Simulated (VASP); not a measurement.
Crystal: BN (Qingsongite).

```
B N
1.0
     0.00000    1.70375    1.70375
     1.70375    0.00000    1.70375
     1.70375    1.70375    0.00000
B N
1 1
Cartesian
  0.0000 0.0000 0.0000
  0.8519 0.8519 0.8519
```

This cell differs from its parent crystal: strain -5.6%.

Program: VASP 6.6.1. Alike in all runs: task single point; potentials or basis VASP PAW PBE potentials, release 64 (B, N); no spin polarisation; cell as given; cutoff (eV) 520. Hardware: 1 thread of Intel(R) Xeon(R) Platinum 8488C (Sapphire Rapids), with other jobs on the host.

Question: Order these runs on this cell by their wall time, lowest first.
A. level PBE; k mesh 12 × 12 × 12; smearing fermi-dirac 0.02 eV
B. level r2SCAN; k mesh 12 × 12 × 12; smearing gaussian 0.01 eV
C. level HSE06; k mesh 8 × 8 × 8; smearing gaussian 0.01 eV; grid for exact exchange (PRECFOCK) Normal; screening parameter 0.2079 1/Å

Answer: A (4.7 s), B (19 s), C (250 s).
